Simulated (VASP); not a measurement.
# Zr3ZnN2 (Cmmm) in VASP: a series of runs, part 2 of 2

VASP 6.6.1.

### 3 Single point, PBE

This run uses another cell than the first one, of 14.35 Å³/atom.

INCAR

```
ALGO = Normal ; EDIFF = 1E-6
ENCUT = 520 ; GGA = PE
ISIF = 2 ; ISMEAR = 0
LASPH = True ; LCHARG = True
LELF = True ; LREAL = False
LVHAR = True ; LWAVE = False
NBANDS = 38 ; NELM = 100
PREC = Accurate ; SIGMA = 0.1
```

KPOINTS

```
k-points
0
Gamma
  4 4 4
```

POSCAR

```
Zr3ZnN2
1.0
    2.5466564800     -4.2768756400      0.0000000000
    2.5466564800      4.2768756400      0.0000000000
    0.0000000000      0.0000000000      3.9515673000
Zr Zn N
3 1 2
Direct
    0.6610916900      0.3389083100      0.0000000000
    0.3389083100      0.6610916900      0.0000000000
    0.5000000000      0.5000000000      0.5000000000
    0.0000000000      0.0000000000      0.0000000000
    0.5000000000      0.0000000000      0.5000000000
    0.0000000000      0.5000000000      0.5000000000
```

Potentials or basis: VASP PAW PBE potentials, release 64 (Zr_sv, Zn, N).

The run is started by

```console
$ cat potpaw_PBE.64/Zr_sv/POTCAR potpaw_PBE.64/Zn/POTCAR potpaw_PBE.64/N/POTCAR > POTCAR
$ mpirun -np 1 vasp_std > vasp.out
```

OUTCAR:

```text
EDIFF = 1E-6
   ENCUT = 520
   GGA = PE
   ISIF = 2
   ISMEAR = 0
   LASPH = True
   LREAL = False
   NELM = 100
   PREC = Accurate

 ion  position               nearest neighbor table
   1  0.661  0.339  0.000-   3 2.41   3 2.41   6 2.47   5 2.47   5 2.47   6 2.47   2 2.76   4 2.90
                             4 2.90   4 2.90   2 2.97   2 2.97
   2  0.339  0.661  0.000-   3 2.41   3 2.41   6 2.47   5 2.47   5 2.47   6 2.47   1 2.76   4 2.90
                             4 2.90   4 2.90   1 2.97   1 2.97
   3  0.500  0.500  0.500-   1 2.41   2 2.41   1 2.41   2 2.41   5 2.49   6 2.49   5 2.49   6 2.49
                             4 3.22   4 3.22   4 3.22   4 3.22
   4  0.000  0.000  0.000-   1 2.90   2 2.90   1 2.90   2 2.90   1 2.90   2 2.90   3 3.22   3 3.22
                             3 3.22   3 3.22
   5  0.500  0.000  0.500-   1 2.47   2 2.47   1 2.47   2 2.47   3 2.49   3 2.49
   6  0.000  0.500  0.500-   1 2.47   2 2.47   1 2.47   2 2.47   3 2.49   3 2.49

  LATTYP: Found a base centered orthorhombic cell.
 ALAT       =     5.0933129600
 B/A-ratio  =     1.6794081470
 C/A-ratio  =     0.7758343795

  Lattice vectors:

 A1 = (   2.5466564800,  -4.2768756400,   0.0000000000)
 A2 = (   2.5466564800,   4.2768756400,   0.0000000000)
 A3 = (   0.0000000000,   0.0000000000,   3.9515673000)

Analysis of symmetry for initial positions (statically):
=====================================================================
 Subroutine PRICEL returns:
 Original cell was already a primitive cell.

 Routine SETGRP: Setting up the symmetry group for a
 base centered orthorhombic supercell.

 Subroutine GETGRP returns: Found  8 space group operations
 (whereof  8 operations were pure point group operations)
 out of a pool of  8 trial point group operations.

The static configuration has the point symmetry D_2h.

Analysis of symmetry for dynamics (positions and initial velocities):
[... 136 lines left out ...]
  volume/ion in A,a.u.               =      14.35        96.81
  Fermi-wavevector in a.u.,A,eV,Ry     =   1.435221  2.712174 28.026078  2.059859
  Thomas-Fermi vector in A             =   2.554543
   LORBIT       =      0    0 simple, 1 ext, 2 COOP (PROOUT), +10 PAW based schemes
   GGA     = PE    functional components
   LHFCALC =     F    Hartree Fock is set to
   AEXX    =    0.0000 exact exchange contribution
   IVDW    =     0    specifies the selected vdW correction
   LEPSILON=     F    determine dielectric tensor
   LRPA    =     F    only Hartree local field effects (RPA)
 non-spin polarized calculation
 Gauss-broadening in eV      SIGMA  =   0.10
  energy-cutoff  :      520.00
  volume of cell :       86.08
 maximum number of plane-waves:      2338
 NGX is ok and might be reduce to    40
   NGX = 19   NGY = 19   NGZ = 15

 number of electron      57.9999998 magnetization

 Free energy of the ion-electron system (eV)
  ---------------------------------------------------
  ext. energy  EPLUGINS =         0.00000000
  ---------------------------------------------------
  free energy    TOTEN  =       -39.12978504 eV

  energy without entropy =      -39.10763807  energy(sigma->0) =      -39.11871155

 E-fermi :   8.8598     XC(G=0): -11.8360

 val. band max:        8.8432574994   @ k =   0.5000   0.0000   0.2500
 cond. band min:       8.8929489884   @ k =   0.2500   0.2500   0.0000
 fundamental gap:      0.0496914890
 Fermi energy:         8.8597938359

 k-point     1 :       0.0000    0.0000    0.0000
  band No.  band energies     occupation
      1     -40.1742      2.00000
      2     -39.4065      2.00000
      3     -38.8715      2.00000
      4     -19.8441      2.00000
      5     -18.3469      2.00000
      6     -18.2500      2.00000
[... 850 lines left out ...]
     37      13.4976      0.00000
     38      13.7204      0.00000

------------------------ aborting loop because EDIFF is reached ----------------------------------------

  FORCE on cell =-STRESS in cart. coord.  units (eV):
  Direction    XX          YY          ZZ          XY          YZ          ZX
  --------------------------------------------------------------------------------------
  -------------------------------------------------------------------------------------
  Total        4.0650761     12.6105752     16.8197397      0.0000000      0.0000000      0.0000000
  in kB       75.6628843    234.7194684    313.0642570      0.0000000      0.0000000      0.0000000
  external PRESSURE =     207.8155365 kB  Pullay stress =       0.0000000 kB

 VOLUME and BASIS-vectors are now :
 -----------------------------------------------------------------------------
  energy-cutoff  :      520.00
  volume of cell :       86.08
      direct lattice vectors                 reciprocal lattice vectors
     2.546656480 -4.276875640  0.000000000     0.196335864 -0.116907771  0.000000000
     2.546656480  4.276875640  0.000000000     0.196335864  0.116907771  0.000000000
     0.000000000  0.000000000  3.951567300     0.000000000  0.000000000  0.253064145

 POSITION                                       TOTAL-FORCE (eV/Angst)
 -----------------------------------------------------------------------------------
      2.54666     -1.37794      0.00000        -0.000000     -7.058884      0.000000
      2.54666      1.37794      0.00000        -0.000000      7.058884      0.000000
      2.54666      0.00000      1.97578        -0.000000     -0.000000      0.000000
      0.00000      0.00000      0.00000         0.000000     -0.000000      0.000000
      1.27333     -2.13844      1.97578        -0.000000      0.000000      0.000000
      1.27333      2.13844      1.97578        -0.000000      0.000000      0.000000
 -----------------------------------------------------------------------------------
    total drift:                               -0.000000     -0.000000     -0.000000

  FREE ENERGIE OF THE ION-ELECTRON SYSTEM (eV)
  ---------------------------------------------------
  free  energy   TOTEN  =       -39.1297850385 eV

  energy  without entropy=      -39.1076380666  energy(sigma->0) =      -39.11871155
```

Run time: 78 s. Hardware: 1 thread of Oxide Virtual Turin-like, shared host; peak memory 0.2 GiB.

What came out:

```
Free energy            : -39.1298 eV
Pressure               : 20.8 GPa
Largest force          : 7.059 eV/Å
Band gap on the k mesh : zero (bands 29 and 30 overlap by 0.95 eV)
```

Forces in eV/Å, atoms in the order of the input:
```
Zr   0.000 -7.059  0.000
Zr   0.000  7.059  0.000
Zr   0.000  0.000  0.000
Zn   0.000  0.000  0.000
N    0.000  0.000  0.000
N    0.000  0.000  0.000
```

Levels at points of the mesh, in eV from the Fermi level:
```csv
k point,band 27,band 28,band 29,band 30,band 31,band 32
"(0.00, 0.00, 0.00)",-1.04,-0.76,-0.47,0.80,0.83,1.22
"(0.50, 0.00, 0.00)",-1.04,-0.33,0.06,0.20,0.26,1.57
"(0.50, 0.50, 0.00)",-1.35,-0.62,-0.07,0.63,1.16,1.21
"(0.00, 0.00, 0.50)",-1.66,-1.22,-0.94,-0.67,0.57,1.29
"(0.50, 0.00, 0.50)",-1.26,-1.01,-0.67,-0.55,1.22,2.05
"(0.50, 0.50, 0.50)",-1.32,-0.78,-0.35,0.63,1.46,2.18
```

Caveat: the k points lie up to 0.40 Å⁻¹ apart, too coarse for converged energies and pressures of a metal; forces of over 1 eV/Å act on the atoms, so gaps and moduli don't describe the material at rest.

### 4 Single point, PBE

INCAR

```
SYSTEM = Zr3ZnN2
PREC = Accurate ; ENCUT = 520
EDIFF = 1E-7 ; ISMEAR = 0
SIGMA = 0.1 ; LREAL = .False.
LASPH = .True. ; NELM = 80
ALGO = Normal ; ISIF = 2
LWAVE = .False. ; LCHARG = .False.
GGA = PE ; NBANDS = 38
```

KPOINTS

```
Automatic mesh
0
Gamma
  4 4 6
  0 0 0
```

POSCAR

```
Zr3ZnN2
1.0
    2.8625228100     -6.1468340592      0.0000000000
    2.8625228100      6.1468340592      0.0000000000
    0.0000000000      0.0000000000      3.0774479077
Zr Zn N
3 1 2
Direct
    0.7873959112      0.2126040888      0.0000000000
    0.2126040888      0.7873959112      0.0000000000
    0.5000000000      0.5000000000      0.5000000000
    0.0000000000      0.0000000000      0.0000000000
    0.5000000000      0.0000000000      0.5000000000
    0.0000000000      0.5000000000      0.5000000000
```

Potentials or basis: VASP PAW PBE potentials, release 64 (Zr_sv, Zn, N).

The run is started by

```console
$ cat potpaw_PBE.64/Zr_sv/POTCAR potpaw_PBE.64/Zn/POTCAR potpaw_PBE.64/N/POTCAR > POTCAR
$ mpirun -np 1 vasp_std > vasp.out
```

OUTCAR:

```text
SYSTEM = Zr3ZnN2
   PREC = Accurate
   ENCUT = 520
   EDIFF = 1E-7
   ISMEAR = 0
   LREAL = .False.
   LASPH = .True.
   NELM = 80
   ISIF = 2
   GGA = PE

 ion  position               nearest neighbor table
   1  0.787  0.213  0.000-   5 2.15   6 2.15   5 2.15   6 2.15   4 2.61   2 3.01   2 3.01   3 3.85
                             3 3.85
   2  0.213  0.787  0.000-   5 2.15   6 2.15   5 2.15   6 2.15   4 2.61   1 3.01   1 3.01   3 3.85
                             3 3.85
   3  0.500  0.500  0.500-   4 3.25   4 3.25   4 3.25   4 3.25   2 3.85   2 3.85   1 3.85   1 3.85

   4  0.000  0.000  0.000-   1 2.61   2 2.61   3 3.25   3 3.25   3 3.25   3 3.25
   5  0.500  0.000  0.500-   1 2.15   2 2.15   1 2.15   2 2.15
   6  0.000  0.500  0.500-   1 2.15   2 2.15   1 2.15   2 2.15

  LATTYP: Found a base centered orthorhombic cell.
 ALAT       =     5.7250456200
 B/A-ratio  =     2.1473484989
 C/A-ratio  =     0.5375412026

  Lattice vectors:

 A1 = (   2.8625228100,  -6.1468340592,   0.0000000000)
 A2 = (   2.8625228100,   6.1468340592,   0.0000000000)
 A3 = (   0.0000000000,   0.0000000000,   3.0774479077)

Analysis of symmetry for initial positions (statically):
=====================================================================
 Subroutine PRICEL returns:
 Original cell was already a primitive cell.

 Routine SETGRP: Setting up the symmetry group for a
 base centered orthorhombic supercell.

 Subroutine GETGRP returns: Found  8 space group operations
 (whereof  8 operations were pure point group operations)
 out of a pool of  8 trial point group operations.

The static configuration has the point symmetry D_2h.

Analysis of symmetry for dynamics (positions and initial velocities):
=====================================================================
 Subroutine PRICEL returns:
 Original cell was already a primitive cell.

 Routine SETGRP: Setting up the symmetry group for a
 base centered orthorhombic supercell.

 Subroutine GETGRP returns: Found  8 space group operations
 (whereof  8 operations were pure point group operations)
 out of a pool of  8 trial point group operations.

The dynamic configuration has the point symmetry D_2h.

 Subroutine INISYM returns: Found  8 space group operations
 (whereof  8 operations are pure point group operations),
 and found     1 'primitive' translations

----------------------------------------------------------------------------------------

                                     Primitive cell

  volume of cell :     108.2982

  direct lattice vectors                    reciprocal lattice vectors
     2.862522810 -6.146834059  0.000000000     0.174671097 -0.081342687  0.000000000
     2.862522810  6.146834059  0.000000000     0.174671097  0.081342687  0.000000000
     0.000000000  0.000000000  3.077447908     0.000000000  0.000000000  0.324944574

  length of vectors
     6.780678859  6.780678859  3.077447908     0.192682705  0.192682705  0.324944574

  position of ions in fractional coordinates (direct lattice)
     0.787395911  0.212604089  0.000000000
     0.212604089  0.787395911  0.000000000
     0.500000000  0.500000000  0.500000000
     0.000000000  0.000000000  0.000000000
     0.500000000  0.000000000  0.500000000
[... 30 lines left out ...]
     0.000000000  0.000000000  0.000000000

 Subroutine IBZKPT returns following result:
 ===========================================

 Found     28 irreducible k-points:

 Following reciprocal coordinates:
            Coordinates               Weight
  0.000000  0.000000  0.000000      1.000000
  0.250000  0.000000  0.000000      4.000000
  0.500000  0.000000  0.000000      2.000000
  0.250000  0.250000  0.000000      2.000000
  0.500000  0.250000  0.000000      4.000000
 -0.250000  0.250000  0.000000      2.000000
[... 16 lines left out ...]
  0.250000  0.000000  0.500000      4.000000
  0.500000  0.000000  0.500000      2.000000
 [... further k-points ...]
   k-points           NKPTS =     28   k-points in BZ     NKDIM =     28   number of bands    NBANDS=     38
   number of dos      NEDOS =    301   number of ions     NIONS =      6
   total plane-waves  NPLWV =  60000
   dimension x,y,z NGX =    50 NGY =   50 NGZ =   24
   dimension x,y,z NGXF=   100 NGYF=  100 NGZF=   48
   ions per type =               3   1   2
   NGX,Y,Z   is equivalent  to a cutoff of  12.26, 12.26, 12.96 a.u.
   NGXF,Y,Z  is equivalent  to a cutoff of  24.52, 24.52, 25.93 a.u.
 SYSTEM =  Zr3ZnN2
   PREC   = accura    normal or accurate (medium, high low for compatibility)
   ISTART =      0    job   : 0-new  1-cont  2-samecut
   ICHARG =      2    charge: 1-file 2-atom 10-const
   ISPIN  =      1    spin polarized calculation?
   LNONCOLLINEAR =      F non collinear calculations
   LSORBIT =      F    spin-orbit coupling
   LASPH  =      T    aspherical Exc in radial PAW
   ENCUT  =  520.0 eV  38.22 Ry    6.18 a.u.  12.61 12.61  5.72*2*pi/ulx,y,z
   NELM   =     80;   NELMIN=  2; NELMDL= -5     # of ELM steps
   EDIFF  = 0.1E-06   stopping-criterion for ELM
   LREAL  =      F    real-space projection
   EDIFFG = 0.1E-05   stopping-criterion for IOM
   NSW    =      0    number of steps for IOM
   IBRION =     -1    ionic relax: 0-MD 1-quasi-New 2-CG
   NFREE  =      0    steps in history (QN), initial steepest desc. (CG)
   ISIF   =      2    stress and relaxation
   ISYM   =      2    0-nonsym 1-usesym 2-fastsym
   POTIM  = 0.5000    time-step for ionic-motion
   TEBEG  =    0.0;   TEEND  =   0.0 temperature during run
   PSTRESS=    0.0 pullay stress
   NELECT =      58.0000    total number of electrons
   NUPDOWN=      -1.0000    fix difference up-down
   EMIN   =  10.00;   EMAX   =-10.00  energy-range for DOS
   EFERMI =   0.00;   METHOD = LEGACY
   ISMEAR =     0;   SIGMA  =   0.10  broadening in eV -4-tet -1-fermi 0-gaus
   EFERMI_NEDOS =   21; number of points for ismear=-14 and -15
   IALGO  =     38    algorithm
   IMIX   =      4    mixing-type and parameters
     AMIX     =   0.40;   BMIX     =  1.00
     AMIX_MAG =   1.60;   BMIX_MAG =  1.00
  volume/ion in A,a.u.               =      18.05       121.81
  Fermi-wavevector in a.u.,A,eV,Ry     =   1.329466  2.512326 24.048010  1.767479
  Thomas-Fermi vector in A             =   2.458626
   LORBIT       =      0    0 simple, 1 ext, 2 COOP (PROOUT), +10 PAW based schemes
   GGA     = PE    functional components
   LHFCALC =     F    Hartree Fock is set to
   AEXX    =    0.0000 exact exchange contribution
   IVDW    =     0    specifies the selected vdW correction
   LEPSILON=     F    determine dielectric tensor
   LRPA    =     F    only Hartree local field effects (RPA)
 non-spin polarized calculation
 Gauss-broadening in eV      SIGMA  =   0.10
  energy-cutoff  :      520.00
  volume of cell :      108.30
 maximum number of plane-waves:      2936
   NGX = 25   NGY = 25   NGZ = 11

 number of electron      57.9999996 magnetization

 Free energy of the ion-electron system (eV)
  ---------------------------------------------------
  ext. energy  EPLUGINS =         0.00000000
  ---------------------------------------------------
  free energy    TOTEN  =       -47.09696826 eV

  energy without entropy =      -47.08389620  energy(sigma->0) =      -47.09043223

 E-fermi :   6.6818     XC(G=0): -10.7005

 val. band max:        6.6726280235   @ k =   0.5000   0.2500   0.0000
 cond. band min:       6.6855984693   @ k =   0.2500   0.2500   0.1667
 fundamental gap:      0.0129704458
 Fermi energy:         6.6818415247

 k-point     1 :       0.0000    0.0000    0.0000
  band No.  band energies     occupation
      1     -43.0392      2.00000
      2     -42.1838      2.00000
      3     -42.0701      2.00000
      4     -21.2034      2.00000
      5     -21.0070      2.00000
      6     -20.9625      2.00000
[... 973 lines left out ...]
     37      10.5041      0.00000
     38      10.5816      0.00000

 [... further k-points ...]
[... 5 lines left out ...]
  --------------------------------------------------------------------------------------
  -------------------------------------------------------------------------------------
  Total        0.1157855      0.2250319      0.1443548      0.0000000      0.0000000      0.0000000
  in kB        1.7129452      3.3291509      2.1356042      0.0000000      0.0000000      0.0000000
  external PRESSURE =       2.3925668 kB  Pullay stress =       0.0000000 kB

 VOLUME and BASIS-vectors are now :
 -----------------------------------------------------------------------------
  energy-cutoff  :      520.00
  volume of cell :      108.30
      direct lattice vectors                 reciprocal lattice vectors
     2.862522810 -6.146834059  0.000000000     0.174671097 -0.081342687  0.000000000
     2.862522810  6.146834059  0.000000000     0.174671097  0.081342687  0.000000000
     0.000000000  0.000000000  3.077447908     0.000000000  0.000000000  0.324944574

 POSITION                                       TOTAL-FORCE (eV/Angst)
 -----------------------------------------------------------------------------------
      2.86252     -3.53315      0.00000         0.000000     -0.007289     -0.000000
      2.86252      3.53315      0.00000         0.000000      0.007289      0.000000
      2.86252      0.00000      1.53872        -0.000000      0.000000     -0.000000
      0.00000      0.00000      0.00000         0.000000      0.000000     -0.000000
      1.43126     -3.07342      1.53872         0.000000      0.000000     -0.000000
      1.43126      3.07342      1.53872         0.000000      0.000000     -0.000000
 -----------------------------------------------------------------------------------
    total drift:                               -0.000000     -0.000000      0.000000

  FREE ENERGIE OF THE ION-ELECTRON SYSTEM (eV)
  ---------------------------------------------------
  free  energy   TOTEN  =       -47.0969682602 eV

  energy  without entropy=      -47.0838962041  energy(sigma->0) =      -47.09043223
```

It took 3.2 min on 1 thread of Oxide Virtual Turin-like, shared host; peak memory 0.26 GiB.

Results:

- Free energy: -47.0970 eV
- Pressure: 0.2 GPa
- Largest force: 0.007 eV/Å
- Band gap on the k mesh: zero (bands 29 and 30 overlap by 0.82 eV)

Forces in eV/Å, atoms in the order of the input:
```
Zr   0.000 -0.007  0.000
Zr   0.000  0.007  0.000
Zr   0.000  0.000  0.000
Zn   0.000  0.000  0.000
N    0.000  0.000  0.000
N    0.000  0.000  0.000
```

### 5 Overview

| task | cell | k mesh | cutoff (eV) | gap on the mesh (eV) | pressure (GPa) | largest force (eV/Å) |
| --- | --- | --- | --- | --- | --- | --- |
| relaxation of cell and atoms | relaxed from a = 6.781, b = 6.781, c = 3.077 Å, angles 90.0, 90.0, 130.1°, 6 atoms, atomic positions A | 8 × 8 × 12 | 600 | none | 0.0 | 0.01 |
| single point | a = 4.978, b = 4.978, c = 3.952 Å, angles 90.0, 90.0, 118.5°, 6 atoms, atomic positions B | 4 × 4 × 4 | 520 | none | 20.8 | 7.06 |
| single point | a = 6.781, b = 6.781, c = 3.077 Å, angles 90.0, 90.0, 130.1°, 6 atoms, atomic positions A | 4 × 4 × 6 | 520 | none | 0.2 | 0.01 |

Alike in all rows: level PBE; potentials or basis VASP PAW PBE potentials, release 64 (Zr_sv, Zn, N); no spin polarisation; smearing gaussian 0.1 eV.

Caveats: some runs use coarse meshes; forces of over 1 eV/Å act on the atoms, so gaps and moduli don't describe the material at rest (at least some runs).

Absolute energies hang on the potentials; compare differences alone.

The gap in the log of VASP goes by the Fermi energy; the results here count the filled bands.